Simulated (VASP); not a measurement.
# PbSe (Clausthalite) in VASP: single point with PBEsol

Aim: the single point of PbSe (Clausthalite) with PBEsol.

Everything below comes from runs of VASP 6.6.1. Logs are shortened: lines on timing, memory, paths and dates and some standing lists are left out, and cuts for length are marked.

## 1. The cell of the first run

The cell holds a slab with vacuum, 4 atoms: a = 4.316 Å, b = 4.316 Å, c = 18.052 Å, α = 90.00°, β = 90.00°, γ = 90.00°.

## 2. Single point, PBEsol

File INCAR:

```
SYSTEM = PbSe
PREC     = Accurate       ! precision mode
ENCUT    = 520            ! plane-wave cutoff, eV
EDIFF    = 1E-6           ! SCF threshold, eV
ISMEAR   = 0              ! smearing method
SIGMA    = 0.05           ! smearing width, eV
LREAL    = .False.        ! projectors in reciprocal space
LASPH    = .True.         ! aspherical terms in the spheres
NELM     = 80             ! most SCF steps
ALGO     = Normal         ! electronic algorithm
ISIF     = 2              ! what is computed and relaxed
LWAVE    = .False.        ! write WAVECAR
LCHARG   = .False.        ! write CHGCAR
LDIPOL   = .True.       
IDIPOL   = 3            
DIPOL    = 0.5 0.5 0.500
GGA      = PS             ! functional
NBANDS   = 28             ! bands
```

File KPOINTS:

```
regular mesh
0
Gamma
  8 8 1
  0 0 0
```

File POSCAR:

```
PbSe
1.0
    4.3155464023      0.0000000000      0.0000000000
    0.0000000000      4.3155464023      0.0000000000
    0.0000000000      0.0000000000     18.0515521256
Pb Se
2 2
Direct
    0.5000000000      0.5000000000      0.4154767384
    0.0000000000      0.0000000000      0.5845232616
    0.0000000000      0.0000000000      0.4154767384
    0.5000000000      0.5000000000      0.5845232616
```

Potentials or basis: VASP PAW PBE potentials, release 64 (Pb_d, Se).

On the command line:

```
> cat potpaw_PBE.64/Pb_d/POTCAR potpaw_PBE.64/Se/POTCAR > POTCAR
> mpirun -np 1 vasp_std > vasp.out
```

OUTCAR:

```text
SYSTEM = PbSe
   PREC = Accurate
   ENCUT = 520
   EDIFF = 1E-6
   ISMEAR = 0
   LREAL = .False.
   LASPH = .True.
   NELM = 80
   ISIF = 2
   GGA = PS

 ion  position               nearest neighbor table
   1  0.500  0.500  0.415-   4 3.05   3 3.05   3 3.05   3 3.05   3 3.05
   2  0.000  0.000  0.585-   3 3.05   4 3.05   4 3.05   4 3.05   4 3.05
   3  0.000  0.000  0.415-   2 3.05   1 3.05   1 3.05   1 3.05   1 3.05
   4  0.500  0.500  0.585-   1 3.05   2 3.05   2 3.05   2 3.05   2 3.05

  LATTYP: Found a simple tetragonal cell.
 ALAT       =     4.3155464023
 C/A-ratio  =     4.1829122996

  Lattice vectors:

 A1 = (   4.3155464023,   0.0000000000,   0.0000000000)
 A2 = (   0.0000000000,   4.3155464023,   0.0000000000)
 A3 = (   0.0000000000,   0.0000000000,  18.0515521256)

Analysis of symmetry for initial positions (statically):
=====================================================================
 Subroutine PRICEL returns:
 Original cell was already a primitive cell.

 Routine SETGRP: Setting up the symmetry group for a
 simple tetragonal supercell.

 Subroutine GETGRP returns: Found 16 space group operations
 (whereof  8 operations were pure point group operations)
 out of a pool of 16 trial point group operations.

The static configuration has the point symmetry C_4v.
 The point group associated with its full space group is D_4h.

Analysis of symmetry for dynamics (positions and initial velocities):
=====================================================================
 Subroutine PRICEL returns:
 Original cell was already a primitive cell.

 Routine SETGRP: Setting up the symmetry group for a
 simple tetragonal supercell.

 Subroutine GETGRP returns: Found 16 space group operations
 (whereof  8 operations were pure point group operations)
 out of a pool of 16 trial point group operations.

The dynamic configuration has the point symmetry C_4v.
 The point group associated with its full space group is D_4h.

 Subroutine INISYM returns: Found 16 space group operations
 (whereof  8 operations are pure point group operations),
 and found     1 'primitive' translations

----------------------------------------------------------------------------------------

                                     Primitive cell

  volume of cell :     336.1910

  direct lattice vectors                    reciprocal lattice vectors
     4.315546402  0.000000000  0.000000000     0.231720368  0.000000000  0.000000000
     0.000000000  4.315546402  0.000000000     0.000000000  0.231720368  0.000000000
     0.000000000  0.000000000 18.051552126     0.000000000  0.000000000  0.055396898

  length of vectors
     4.315546402  4.315546402 18.051552126     0.231720368  0.231720368  0.055396898

  position of ions in fractional coordinates (direct lattice)
     0.500000000  0.500000000  0.415476738
     0.000000000  0.000000000  0.584523262
     0.000000000  0.000000000  0.415476738
     0.500000000  0.500000000  0.584523262

  ion indices of the primitive-cell ions
   primitive index   ion index
                 1           1
                 2           2
                 3           3
                 4           4

----------------------------------------------------------------------------------------

 KPOINTS: regular mesh

Automatic generation of k-mesh.
 Grid dimensions read from file:
 generate k-points for:    8    8    1

 Generating k-lattice:

  Cartesian coordinates                     Fractional coordinates (reciprocal lattice)
     0.028965046  0.000000000  0.000000000     0.125000000  0.000000000  0.000000000
     0.000000000  0.028965046  0.000000000     0.000000000  0.125000000  0.000000000
     0.000000000  0.000000000  0.055396898     0.000000000  0.000000000  1.000000000

  Length of vectors
     0.028965046  0.028965046  0.055396898

  Shift w.r.t. Gamma in fractional coordinates (k-lattice)
     0.000000000  0.000000000  0.000000000

 Subroutine IBZKPT returns following result:
 ===========================================

 Found     15 irreducible k-points:

 Following reciprocal coordinates:
            Coordinates               Weight
  0.000000  0.000000  0.000000      1.000000
  0.125000  0.000000  0.000000      4.000000
  0.250000  0.000000  0.000000      4.000000
  0.375000  0.000000  0.000000      4.000000
  0.500000  0.000000  0.000000      2.000000
  0.125000  0.125000  0.000000      4.000000
  0.250000  0.125000  0.000000      8.000000
  0.375000  0.125000  0.000000      8.000000
  0.500000  0.125000  0.000000      4.000000
  0.250000  0.250000  0.000000      4.000000
  0.375000  0.250000  0.000000      8.000000
  0.500000  0.250000  0.000000      4.000000
  0.375000  0.375000  0.000000      4.000000
  0.500000  0.375000  0.000000      4.000000
  0.500000  0.500000  0.000000      1.000000
   k-points           NKPTS =     15   k-points in BZ     NKDIM =     15   number of bands    NBANDS=     28
   number of dos      NEDOS =    301   number of ions     NIONS =      4
   total plane-waves  NPLWV = 143360
   dimension x,y,z NGX =    32 NGY =   32 NGZ =  140
   dimension x,y,z NGXF=    64 NGYF=   64 NGZF=  280
   ions per type =               2   2
   NGX,Y,Z   is equivalent  to a cutoff of  12.33, 12.33, 12.89 a.u.
   NGXF,Y,Z  is equivalent  to a cutoff of  24.65, 24.65, 25.79 a.u.
 SYSTEM =  PbSe
   PREC   = accura    normal or accurate (medium, high low for compatibility)
   ISTART =      0    job   : 0-new  1-cont  2-samecut
   ICHARG =      2    charge: 1-file 2-atom 10-const
   ISPIN  =      1    spin polarized calculation?
   LNONCOLLINEAR =      F non collinear calculations
   LSORBIT =      F    spin-orbit coupling
   LASPH  =      T    aspherical Exc in radial PAW
   ENCUT  =  520.0 eV  38.22 Ry    6.18 a.u.   8.02  8.02 33.56*2*pi/ulx,y,z
   NELM   =     80;   NELMIN=  2; NELMDL= -5     # of ELM steps
   EDIFF  = 0.1E-05   stopping-criterion for ELM
   LREAL  =      F    real-space projection
   EDIFFG = 0.1E-04   stopping-criterion for IOM
   NSW    =      0    number of steps for IOM
   IBRION =     -1    ionic relax: 0-MD 1-quasi-New 2-CG
   NFREE  =      0    steps in history (QN), initial steepest desc. (CG)
   ISIF   =      2    stress and relaxation
   ISYM   =      2    0-nonsym 1-usesym 2-fastsym
   POTIM  = 0.5000    time-step for ionic-motion
   TEBEG  =    0.0;   TEEND  =   0.0 temperature during run
   PSTRESS=    0.0 pullay stress
   NELECT =      40.0000    total number of electrons
   NUPDOWN=      -1.0000    fix difference up-down
   EMIN   =  10.00;   EMAX   =-10.00  energy-range for DOS
   EFERMI =   0.00;   METHOD = LEGACY
   ISMEAR =     0;   SIGMA  =   0.05  broadening in eV -4-tet -1-fermi 0-gaus
   EFERMI_NEDOS =   21; number of points for ismear=-14 and -15
   IALGO  =     38    algorithm
   IMIX   =      4    mixing-type and parameters
     AMIX     =   0.40;   BMIX     =  1.00
     AMIX_MAG =   1.60;   BMIX_MAG =  1.00
  volume/ion in A,a.u.               =      84.05       567.18
  Fermi-wavevector in a.u.,A,eV,Ry     =   0.805192  1.521592  8.821122  0.648334
  Thomas-Fermi vector in A             =   1.913391
   LORBIT       =      0    0 simple, 1 ext, 2 COOP (PROOUT), +10 PAW based schemes
   GGA     = PS    functional components
   LHFCALC =     F    Hartree Fock is set to
   AEXX    =    0.0000 exact exchange contribution
   IVDW    =     0    specifies the selected vdW correction
   LEPSILON=     F    determine dielectric tensor
   LRPA    =     F    only Hartree local field effects (RPA)
 non-spin polarized calculation
 Gauss-broadening in eV      SIGMA  =   0.05
  energy-cutoff  :      520.00
  volume of cell :      336.19
 maximum number of plane-waves:      9128
   NGX = 17   NGY = 17   NGZ = 67

 dipolmoment           0.000000      0.000000      0.000000 electrons x Angstroem

 number of electron      40.0000014 magnetization

 dipolmoment           0.000000      0.000000     -0.000000 electrons x Angstroem

 Free energy of the ion-electron system (eV)
  ---------------------------------------------------
  ext. energy  EPLUGINS =         0.00000000
  ---------------------------------------------------
  free energy    TOTEN  =       -17.18269936 eV

  energy without entropy =      -17.18269936  energy(sigma->0) =      -17.18269936

 E-fermi :  -1.1016     XC(G=0):  -3.9345

 val. band max:       -1.3547708678   @ k =   0.5000   0.0000   0.0000
 cond. band min:      -0.0310229268   @ k =   0.5000   0.0000   0.0000
 fundamental gap:      1.3237479409
 Fermi energy:        -1.1016473984

 k-point     1 :       0.0000    0.0000    0.0000
  band No.  band energies     occupation
      1     -17.9318      2.00000
      2     -17.8674      2.00000
      3     -17.8326      2.00000
      4     -17.8326      2.00000
      5     -17.8100      2.00000
      6     -17.8093      2.00000
[... 20 lines left out ...]
     27       3.8663      0.00000
     28       3.8663      0.00000

 k-point     2 :       0.1250    0.0000    0.0000
  band No.  band energies     occupation
      1     -17.9247      2.00000
      2     -17.8652      2.00000
      3     -17.8335      2.00000
      4     -17.8320      2.00000
      5     -17.8121      2.00000
      6     -17.8110      2.00000
[... 20 lines left out ...]
     27       3.4894      0.00000
     28       3.8280      0.00000

 k-point     3 :       0.2500    0.0000    0.0000
  band No.  band energies     occupation
      1     -17.9073      2.00000
      2     -17.8621      2.00000
      3     -17.8351      2.00000
      4     -17.8304      2.00000
      5     -17.8188      2.00000
      6     -17.8159      2.00000
[... 337 lines left out ...]
      3     -17.8456      2.00000
      4     -17.8456      2.00000
      5     -17.8318      2.00000
      6     -17.8318      2.00000
[... 20 lines left out ...]
     27       4.5557      0.00000
     28       4.5557      0.00000

 k-point    15 :       0.5000    0.5000    0.0000
  band No.  band energies     occupation
      1     -17.9028      2.00000
      2     -17.9028      2.00000
      3     -17.8466      2.00000
      4     -17.8466      2.00000
      5     -17.8322      2.00000
      6     -17.8322      2.00000
[... 20 lines left out ...]
     27       4.9696      0.00000
     28       4.9696      0.00000

------------------------ aborting loop because EDIFF is reached ----------------------------------------

 vacuum level on the upper side and lower side of the slab       (xc-potential included)        -0.107        -0.107

  FORCE on cell =-STRESS in cart. coord.  units (eV):
  Direction    XX          YY          ZZ          XY          YZ          ZX
  --------------------------------------------------------------------------------------
  -------------------------------------------------------------------------------------
  Total       -0.8695830     -0.8695830     -3.8533903      0.0000000      0.0000000      0.0000000
  in kB       -4.1441501     -4.1441501    -18.3640070      0.0000000      0.0000000      0.0000000
  external PRESSURE =      -8.8841024 kB  Pullay stress =       0.0000000 kB

 VOLUME and BASIS-vectors are now :
 -----------------------------------------------------------------------------
  energy-cutoff  :      520.00
  volume of cell :      336.19
      direct lattice vectors                 reciprocal lattice vectors
     4.315546402  0.000000000  0.000000000     0.231720368  0.000000000  0.000000000
     0.000000000  4.315546402  0.000000000     0.000000000  0.231720368  0.000000000
     0.000000000  0.000000000 18.051552126     0.000000000  0.000000000  0.055396898

 POSITION                                       TOTAL-FORCE (eV/Angst)
 -----------------------------------------------------------------------------------
      2.15777      2.15777      7.50000         0.000000      0.000000      0.723992
      0.00000      0.00000     10.55155         0.000000     -0.000000     -0.723992
      0.00000      0.00000      7.50000         0.000000      0.000000      0.528726
      2.15777      2.15777     10.55155         0.000000     -0.000000     -0.528726
 -----------------------------------------------------------------------------------
    total drift:                                0.000000      0.000000      0.000000

  FREE ENERGIE OF THE ION-ELECTRON SYSTEM (eV)
  ---------------------------------------------------
  free  energy   TOTEN  =       -17.1826993605 eV

  energy  without entropy=      -17.1826993605  energy(sigma->0) =      -17.18269936

 vacuum level on the upper side and lower side of the slab         2.959         2.959
```

It took 2.1 min on 1 thread of Intel Xeon Platinum 8488C (Sapphire Rapids), shared host; peak memory 0.43 GiB.

Results:

| Item | Value |
| --- | --- |
| Free energy | -17.1827 eV |
| Largest force | 0.724 eV/Å |
| Band gap on the k mesh | 1.32 eV, direct |

Forces on the atoms (eV/Å):
```
Pb   0.000  0.000  0.724
Pb   0.000  0.000 -0.724
Se   0.000  0.000  0.529
Se   0.000  0.000 -0.529
```

Caveat: the PAW data sets were made with another functional, which shifts forces and pressure a little; spin-orbit coupling is left out, which moves the levels of the heavy elements.
